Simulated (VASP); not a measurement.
# InP (F-43m) in VASP: notebook, part 3 of 3

VASP 6.6.1.

## 4. Single point, PBE

This run uses another cell than the first one, of 27.78 Å³/atom, 1.080 times its volume.

INCAR reads:

```
  ALGO = Normal
  EDIFF = 1E-6
  ENCUT = 500
  GGA = PE
  GGA_COMPAT = False
  ISIF = 2
  ISMEAR = 0
  LASPH = True
  LCHARG = True
  LELF = True
  LREAL = False
  LVHAR = True
  LWAVE = False
  NBANDS = 16
  NELM = 120
  PREC = Accurate
  SIGMA = 0.1
```

KPOINTS reads:

```
k-points
0
Gamma
  3 3 3
```

POSCAR reads:

```
InP
1.0
    0.0000000000      3.0286851688      3.0286851688
    3.0286851688      0.0000000000      3.0286851688
    3.0286851688      3.0286851688      0.0000000000
In P
1 1
Direct
    0.0000000000      0.0000000000      0.0000000000
    0.2500000000      0.2500000000      0.2500000000
```

Potentials or basis: VASP PAW PBE potentials, release 64 (In_d, P).

Command:

```console
$ cat potpaw_PBE.64/In_d/POTCAR potpaw_PBE.64/P/POTCAR > POTCAR
$ mpirun -np 1 vasp_std > vasp.out
```

OUTCAR:

```text
EDIFF = 1E-6
   ENCUT = 500
   GGA = PE
   ISIF = 2
   ISMEAR = 0
   LASPH = True
   LREAL = False
   NELM = 120
   PREC = Accurate

 ion  position               nearest neighbor table
   1  0.000  0.000  0.000-   2 2.62   2 2.62   2 2.62   2 2.62
   2  0.250  0.250  0.250-   1 2.62   1 2.62   1 2.62   1 2.62

  LATTYP: Found a face centered cubic cell.
 ALAT       =     6.0573703376

  Lattice vectors:

 A1 = (   0.0000000000,   3.0286851688,   3.0286851688)
 A2 = (   3.0286851688,   0.0000000000,   3.0286851688)
 A3 = (   3.0286851688,   3.0286851688,   0.0000000000)

Analysis of symmetry for initial positions (statically):
=====================================================================
 Subroutine PRICEL returns:
 Original cell was already a primitive cell.

 Routine SETGRP: Setting up the symmetry group for a
 face centered cubic supercell.

 Subroutine GETGRP returns: Found 24 space group operations
 (whereof 24 operations were pure point group operations)
 out of a pool of 48 trial point group operations.

The static configuration has the point symmetry T_d .

Analysis of symmetry for dynamics (positions and initial velocities):
=====================================================================
 Subroutine PRICEL returns:
 Original cell was already a primitive cell.

 Routine SETGRP: Setting up the symmetry group for a
 face centered cubic supercell.

 Subroutine GETGRP returns: Found 24 space group operations
 (whereof 24 operations were pure point group operations)
 out of a pool of 48 trial point group operations.

The dynamic configuration has the point symmetry T_d .

 Subroutine INISYM returns: Found 24 space group operations
 (whereof 24 operations are pure point group operations),
 and found     1 'primitive' translations

----------------------------------------------------------------------------------------

                                     Primitive cell
[... 87 lines left out ...]
   IALGO  =     38    algorithm
   IMIX   =      4    mixing-type and parameters
     AMIX     =   0.40;   BMIX     =  1.00
     AMIX_MAG =   1.60;   BMIX_MAG =  1.00
  volume/ion in A,a.u.               =      27.78       187.48
  Fermi-wavevector in a.u.,A,eV,Ry     =   1.124350  2.124713 17.199982  1.264163
  Thomas-Fermi vector in A             =   2.261021
   LORBIT       =      0    0 simple, 1 ext, 2 COOP (PROOUT), +10 PAW based schemes
   GGA     = PE    functional components
   LHFCALC =     F    Hartree Fock is set to
   AEXX    =    0.0000 exact exchange contribution
   IVDW    =     0    specifies the selected vdW correction
   LEPSILON=     F    determine dielectric tensor
   LRPA    =     F    only Hartree local field effects (RPA)
 non-spin polarized calculation
 Gauss-broadening in eV      SIGMA  =   0.10
  energy-cutoff  :      500.00
  volume of cell :       55.56
 maximum number of plane-waves:      1420
   NGX = 15   NGY = 15   NGZ = 15

 number of electron      17.9999990 magnetization

 Free energy of the ion-electron system (eV)
  ---------------------------------------------------
  ext. energy  EPLUGINS =         0.00000000
  ---------------------------------------------------
  free energy    TOTEN  =        -8.01109373 eV

  energy without entropy =       -8.00665297  energy(sigma->0) =       -8.00887335

 E-fermi :   4.3759     XC(G=0):  -8.7966

 val. band max:        4.2832878842   @ k =   0.0000   0.0000   0.0000
 cond. band min:       4.4158922294   @ k =   0.0000   0.0000   0.0000
 fundamental gap:      0.1326043452
 Fermi energy:         4.3758655269

 k-point     1 :       0.0000    0.0000    0.0000
  band No.  band energies     occupation
      1      -9.8678      2.00000
      2      -9.8678      2.00000
      3      -9.8678      2.00000
      4      -9.7640      2.00000
      5      -9.7640      2.00000
      6      -6.6140      2.00000
[... 53 lines left out ...]
      3      -9.8127      2.00000
      4      -9.7724      2.00000
      5      -9.7552      2.00000
      6      -4.7549      2.00000
[... 8 lines left out ...]
     15      13.2737      0.00000
     16      16.8959      0.00000

------------------------ aborting loop because EDIFF is reached ----------------------------------------

  FORCE on cell =-STRESS in cart. coord.  units (eV):
  Direction    XX          YY          ZZ          XY          YZ          ZX
  --------------------------------------------------------------------------------------
  -------------------------------------------------------------------------------------
  Total       -0.6032392     -0.6032392     -0.6032392      0.0000000     -0.0000000      0.0000000
  in kB      -17.3943308    -17.3943308    -17.3943308      0.0000000     -0.0000000      0.0000000
  external PRESSURE =     -17.3943308 kB  Pullay stress =       0.0000000 kB

 VOLUME and BASIS-vectors are now :
 -----------------------------------------------------------------------------
  energy-cutoff  :      500.00
  volume of cell :       55.56
      direct lattice vectors                 reciprocal lattice vectors
     0.000000000  3.028685169  3.028685169    -0.165088140  0.165088140  0.165088140
     3.028685169  0.000000000  3.028685169     0.165088140 -0.165088140  0.165088140
     3.028685169  3.028685169  0.000000000     0.165088140  0.165088140 -0.165088140

 POSITION                                       TOTAL-FORCE (eV/Angst)
 -----------------------------------------------------------------------------------
      0.00000      0.00000      0.00000         0.000000     -0.000000     -0.000000
      1.51434      1.51434      1.51434        -0.000000      0.000000      0.000000
 -----------------------------------------------------------------------------------
    total drift:                               -0.000000     -0.000000      0.000000

  FREE ENERGIE OF THE ION-ELECTRON SYSTEM (eV)
  ---------------------------------------------------
  free  energy   TOTEN  =        -8.0110937286 eV

  energy  without entropy=       -8.0066529737  energy(sigma->0) =       -8.00887335
```

OSZICAR:

```text
N       E                     dE             d eps       ncg     rms          rms(c)
DAV:   1     0.107872615453E+03    0.10787E+03   -0.77799E+03   136   0.117E+03
DAV:   2    -0.528093712782E+00   -0.10840E+03   -0.10363E+03   136   0.290E+02
DAV:   3    -0.826380383237E+01   -0.77357E+01   -0.76913E+01   168   0.758E+01
DAV:   4    -0.847966321459E+01   -0.21586E+00   -0.21581E+00   160   0.137E+01
DAV:   5    -0.848868820215E+01   -0.90250E-02   -0.90249E-02   192   0.233E+00    0.501E+00
DAV:   6    -0.803078276827E+01    0.45791E+00   -0.75359E-01   200   0.126E+01    0.304E+00
DAV:   7    -0.800695989123E+01    0.23823E-01   -0.18137E-01   184   0.285E+00    0.125E+00
DAV:   8    -0.800964947735E+01   -0.26896E-02   -0.17987E-02   144   0.163E+00    0.273E-01
DAV:   9    -0.801070045715E+01   -0.10510E-02   -0.25453E-03   152   0.625E-01    0.153E-01
DAV:  10    -0.801092872174E+01   -0.22826E-03   -0.35234E-04   144   0.157E-01    0.101E-01
DAV:  11    -0.801109617790E+01   -0.16746E-03   -0.19915E-04   144   0.102E-01    0.363E-02
DAV:  12    -0.801109301979E+01    0.31581E-05   -0.22787E-05   152   0.371E-02    0.969E-03
DAV:  13    -0.801109372858E+01   -0.70879E-06   -0.24314E-06   160   0.100E-02
   1 F= -.80110937E+01 E0= -.80088734E+01  d E =-.444075E-02
```

stdout:

```text
POSCAR found type information on POSCAR InP
 POSCAR found :  2 types and       2 ions
 scaLAPACK will be used
 LDA part: xc-table for (Slater+PW92), standard interpolation
 POSCAR, INCAR and KPOINTS ok, starting setup
 FFT: planning ... GRIDC
 FFT: planning ... GRID_SOFT
 FFT: planning ... GRID
 WAVECAR not read
 entering main loop
```

Run time: 9 s. Hardware: 1 thread of Intel Xeon 8259CL, shared host; peak memory 0.17 GiB.

Results:

```yaml
Free_energy: -8.0111 eV
Pressure: -1.7 GPa
Band_gap_on_the_k_mesh: 0.13 eV, direct
```

Caveat: the k points lie up to 0.60 Å⁻¹ apart; spin-orbit coupling is left out, which moves the levels of the heavy elements.

## 5. Single point, PBE+D3(BJ)

This run uses another cell than the first one, of 30.10 Å³/atom, 1.170 times its volume.

INCAR reads:

```
PREC = Accurate ; ENCUT = 500
EDIFF = 1E-6 ; ISMEAR = 0
SIGMA = 0.1 ; LREAL = False
LASPH = True ; NELM = 120
ALGO = Normal ; ISIF = 2
LWAVE = False ; LCHARG = True
GGA = PE ; IVDW = 12
LELF = True ; LVHAR = True
NBANDS = 16 ; GGA_COMPAT = False
```

KPOINTS reads:

```
Automatic mesh
0
Gamma
  3 3 3
```

POSCAR reads:

```
InP
1.0
    0.0000000000      3.1105808904      3.1105808904
    3.1105808904      0.0000000000      3.1105808904
    3.1105808904      3.1105808904      0.0000000000
In P
1 1
Direct
    0.0000000000      0.0000000000      0.0000000000
    0.2500000000      0.2500000000      0.2500000000
```

Command:

```console
$ cat potpaw_PBE.64/In_d/POTCAR potpaw_PBE.64/P/POTCAR > POTCAR
$ mpirun -np 1 vasp_std > vasp.out
```

Run time: 9.3 s. Hardware: 1 thread of Intel Xeon 8259CL, shared host; peak memory 0.18 GiB.

It converged, with:

| Item | Value |
| --- | --- |
| Free energy | -8.4414 eV |
| Pressure | -5.8 GPa |
| Band gap on the k mesh | zero (filled and empty bands touch) |
| Dispersion energy per atom | -0.257 eV |

Levels at points of the mesh, in eV from the Fermi level:
```tsv
k point	band 6	band 7	band 8	band 9	band 10	band 11	band 12	band 13
(0.00, 0.00, 0.00)	-10.48	-0.32	-0.03	-0.03	-0.03	3.94	3.94	3.94
```

Caveat: the k points lie up to 0.58 Å⁻¹ apart; spin-orbit coupling is left out, which moves the levels of the heavy elements; pairwise dispersion overbinds metals, which lowers pressure and volume.

## 6. Single point, PBE+D3(BJ)

INCAR reads:

```
SYSTEM = InP
ALGO = Normal
EDIFF = 1E-6
ENCUT = 500
GGA = PE
GGA_COMPAT = .False.
ISIF = 2
ISMEAR = 0
IVDW = 12
LASPH = .True.
LCHARG = .False.
LREAL = .False.
LWAVE = .False.
NBANDS = 16
NELM = 120
PREC = Accurate
SIGMA = 0.1
```

KPOINTS reads:

```
k-points
0
Gamma
  3 3 3
  0 0 0
```

POSCAR reads:

```
InP
1.0
    0.0000000000      2.9519763857      2.9519763857
    2.9519763857      0.0000000000      2.9519763857
    2.9519763857      2.9519763857      0.0000000000
In P
1 1
Direct
    0.0000000000      0.0000000000      0.0000000000
    0.2500000000      0.2500000000      0.2500000000
```

Potentials or basis: VASP PAW PBE potentials, release 64 (In_d, P).

Command:

```console
$ cat potpaw_PBE.64/In_d/POTCAR potpaw_PBE.64/P/POTCAR > POTCAR
$ mpirun -np 1 vasp_std > vasp.out
```

Wall time 9.2 s (1 thread of Intel Xeon 8259CL, shared host); peak memory 0.17 GiB.

The run converged. Its results:

| Quantity | Value |
| --- | --- |
| Free energy | -8.6192 eV |
| Pressure | 0.4 GPa |
| Band gap on the k mesh | 0.56 eV, direct |
| Dispersion energy per atom | -0.306 eV |

Levels at points of the mesh, in eV from the valence-band top:
```
           k point  band 6  band 7  band 8  band 9  band 10  band 11  band 12  band 13
(0.00, 0.00, 0.00)  -11.38    0.00    0.00    0.00     0.56     4.00     4.00     4.00
```

Caveat: the k points lie up to 0.61 Å⁻¹ apart; spin-orbit coupling is left out, which moves the levels of the heavy elements.

## 7. Overview

| level | cell | gap on the mesh (eV) | pressure (GPa) |
| --- | --- | --- | --- |
| PBE | a = 4.283 Å, angles 60.0°, 2 atoms | 0.13 | -1.7 |
| PBE+D3(BJ) | a = 4.399 Å, angles 60.0°, 2 atoms | none | -5.8 |
| PBE+D3(BJ) | a = 4.175 Å, angles 60.0°, 2 atoms | 0.56 | 0.4 |

Alike in all rows: task single point; potentials or basis VASP PAW PBE potentials, release 64 (In_d, P); no spin polarisation; k mesh 3 × 3 × 3; cutoff (eV) 500; smearing gaussian 0.1 eV.

Caveats: all runs use coarse meshes; spin-orbit coupling is left out, which moves the levels of the heavy elements; pairwise dispersion overbinds metals, which lowers pressure and volume (some runs).

Absolute energies hang on the potentials; compare differences alone.
